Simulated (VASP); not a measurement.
Set up this calculation in VASP 6.6.1, as the native input.

```yaml
Task: single point
Functional: PBE
Potentials_or_basis: VASP PAW PBE potentials, release 64 (Mo_sv, Te)
Cutoff: 520 eV
k_mesh: 6 × 6 × 6
Occupations: methfessel-paxton, width 0.127 eV
Spin: no spin polarisation
Dipole_correction: no
Further_INCAR_settings: ALGO = Normal; EDIFF = 1e-07; NBANDS = 20
```

The structure of Te2Mo lies in POSCAR:

```
Te2Mo
1.0
    1.7734078919      1.0238775238      7.1041367115
   -1.7734078919      1.0238775238      7.1041367115
    0.0000000000     -2.0477550476      7.1041367115
Mo Te
1 2
Direct
   -0.0000368534     -0.0000368534     -0.0000368534
    0.4174226661      0.4174226661      0.4174226661
    0.2492808540      0.2492808540      0.2492808540
```

The input as run:

INCAR

```
SYSTEM = Te2Mo
PREC = Accurate ; ENCUT = 520
EDIFF = 1E-7 ; ISMEAR = 1
SIGMA = 0.127 ; LREAL = .FALSE.
LASPH = .TRUE. ; NELM = 60
ALGO = Normal ; ISIF = 2
LWAVE = .FALSE. ; LCHARG = .FALSE.
GGA = PE ; NBANDS = 20
```

KPOINTS

```
Automatic mesh
0
G
  6 6 6
  0 0 0
```

Potentials or basis: VASP PAW PBE potentials, release 64 (Mo_sv, Te).

The run is started by

```bash
$ cat potpaw_PBE.64/Mo_sv/POTCAR potpaw_PBE.64/Te/POTCAR > POTCAR
$ mpirun -np 1 vasp_std > vasp.out
```

Results of the run:

- Pressure: 1.9 GPa
- Largest force: 0.217 eV/Å
- Band gap on the k mesh: 0.89 eV (least direct gap 1.07 eV)

Caveat: spin-orbit coupling is left out, which moves the levels of the heavy elements.

Wall time 110 s on 1 thread of AMD EPYC 9R45 (Zen 5), on a shared host, peak memory 0.36 GiB.
